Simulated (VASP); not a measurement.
SnTe, 2 atoms in the cell. The structure is cubic, space group Fm-3m (No. 225). Conventional cell: a = 6.259 Å, b = 6.259 Å, c = 6.259 Å, α = 90.00°, β = 90.00°, γ = 90.00°. Te (site symmetry m-3m) has 6 Sn at 3.13 Å within 4.1 Å. Sn (site symmetry m-3m) has 6 Te at 3.13 Å within 4.1 Å. 

| Property | Result |
| --- | --- |
| Program | VASP 6.6.1 |
| Task | single point |
| Functional | HF |
| Potentials or basis | VASP PAW PBE potentials, release 64 (Te, Sn_d) |
| Cutoff | 520 eV |
| k mesh | 4 × 4 × 4 |
| Occupations | fermi-dirac, width 0.05 eV |
| Spin | no spin polarisation |
| Dipole correction | no |
| Grid for exact exchange (PRECFOCK) | Normal |
| Further INCAR settings | ALGO = Normal; EDIFF = 1e-06; NBANDS = 17 |
| Share of exact exchange | 1 |

Potentials or basis: VASP PAW PBE potentials, release 64 (Te, Sn_d).

Run with:

```sh
$ cat potpaw_PBE.64/Te/POTCAR potpaw_PBE.64/Sn_d/POTCAR > POTCAR
$ cp INCAR.step1 INCAR
$ mpirun -np 1 vasp_std > vasp.out
$ cp INCAR.step2 INCAR
$ mpirun -np 1 vasp_std > vasp.out
```

Hardware: 1 thread of Intel(R) Xeon(R) Platinum 8259CL CPU @ 2.50GHz (Skylake/Cascade Lake), with other jobs on the host.

Q: Estimate the wall time of this run.

A: Wall time 28 min on 1 thread of Intel(R) Xeon(R) Platinum 8259CL CPU @ 2.50GHz (Skylake/Cascade Lake), on a shared host, peak memory 0.21 GiB. Counts: k points 8.
